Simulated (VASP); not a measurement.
A run of VASP 6.6.1 is set up as follows.

File INCAR:

```
SYSTEM = Sn
  PREC = Accurate
  ENCUT = 520
  EDIFF = 1E-6
  ISMEAR = -1
  SIGMA = 0.1
  LREAL = .False.
  LASPH = .True.
  NELM = 80
  ALGO = Normal
  ISIF = 2
  LWAVE = .False.
  LCHARG = .True.
  GGA = PS
  LELF = .True.
  LVHAR = .True.
  NBANDS = 13
```

Contents of KPOINTS:

```
regular mesh
0
Gamma
  13 13 13
  0 0 0
```

The input POSCAR:

```
Sn
1.0
   -1.5565327609      1.5565639991      2.1971803028
    1.5565327609     -1.5565639991      2.1971803028
    1.5565327609      1.5565639991     -2.1971803028
Sn
1
Direct
    0.0000000000      0.0000000000      0.0000000000
```

Potentials or basis: VASP PAW PBE potentials, release 64 (Sn_d).

Run with:

```bash
$ cat potpaw_PBE.64/Sn_d/POTCAR > POTCAR
$ mpirun -np 1 vasp_std > vasp.out
```

Q: Estimate the band gap on the k mesh.

A: Zero (bands 7 and 8 overlap by 12.23 eV).

Q: What does it give for the pressure?

A: 20.0 GPa.

Caveat: the cell stands under pressure; the PAW data sets were made with another functional, which shifts forces and pressure a little; spin-orbit coupling is left out, which moves the levels of the heavy elements.
